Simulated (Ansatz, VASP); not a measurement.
# One calculation of Ge, two programs

File POSCAR:

```
Ge
1.0
    1.5019351750     -2.7955547000      0.0000000000
    1.5019351750      2.7955547000      0.0000000000
    0.0000000000      0.0000000000      2.6982310000
Ge
1
Direct
    0.5000000000      0.5000000000      0.0000000000
```

Contents of INCAR.step1:

```
SYSTEM = Ge
PREC = Accurate
ENCUT = 520
ISMEAR = 0
SIGMA = 0.15
LREAL = .FALSE.
LASPH = .TRUE.
NELM = 100
NBANDS = 13
GGA = PE
ALGO = Normal
EDIFF = 1E-4
LWAVE = .TRUE.
LCHARG = .FALSE.
```

Contents of INCAR.step2:

```
SYSTEM = Ge
PREC = Accurate
ENCUT = 520
EDIFF = 1E-6
ISMEAR = 0
SIGMA = 0.15
LREAL = .FALSE.
LASPH = .TRUE.
NELM = 100
ALGO = Normal
ISIF = 2
LWAVE = .FALSE.
LCHARG = .TRUE.
METAGGA = R2SCAN
LMIXTAU = .TRUE.
LELF = .TRUE.
LVHAR = .TRUE.
NBANDS = 13
ISTART = 1
```

The input KPOINTS:

```
Automatic mesh
0
G
  20 20 18
  0 0 0
```

Input for Ansatz:

```yaml
crystal:
  lattice:
    - [1.501935175, -2.7955547, 0.0]
    - [1.501935175, 2.7955547, 0.0]
    - [0.0, 0.0, 2.698231]
  atoms:
    - { symbol: Ge, position: [0.5, 0.5, 0.0] }
basis:
  ecutwfc: 500
kpoints:
  mp_grid: { grid: [20, 20, 18] }
hamiltonian:
  xc: r2scan
scf:
  occupations: { method: gaussian, width: 0.15 }
output:
  forces: true
  stress: true
  eigenvalues: true
```

Change from the starting cell: strain +0.0750 x Voigt [1, 1, 0, 0, 0, 0], atoms carried along.

Alike in both runs: task single point; functional r2SCAN; k mesh 20 × 20 × 18; occupations gaussian, width 0.15 eV; no spin polarisation.

|  | VASP | Ansatz |
| --- | --- | --- |
| version | VASP 6.6.1 | Ansatz 0.2.0 |
| potentials or method | VASP PAW PBE potentials, release 64 (Ge_d), cutoff 520 eV | scalar-relativistic, plane waves, PAW |
| valence electrons in the cell | 14 | 14 |

Ansatz gave:

```
gap on the k mesh at the Fermi level (eV)                     : none
pressure (GPa)                                                : -8.8
traceless stress, the component that is largest in VASP (GPa) : 4.52
```

Task: Estimate VASP's values.

Result: gap on the k mesh at the Fermi level (eV): none; pressure (GPa): -8.9; traceless stress, the component that is largest in VASP (GPa): 4.50.

VASP's potentials were made for PBE, not for r2SCAN. A gap of «none» marks a metal or a gap that the smearing closes.
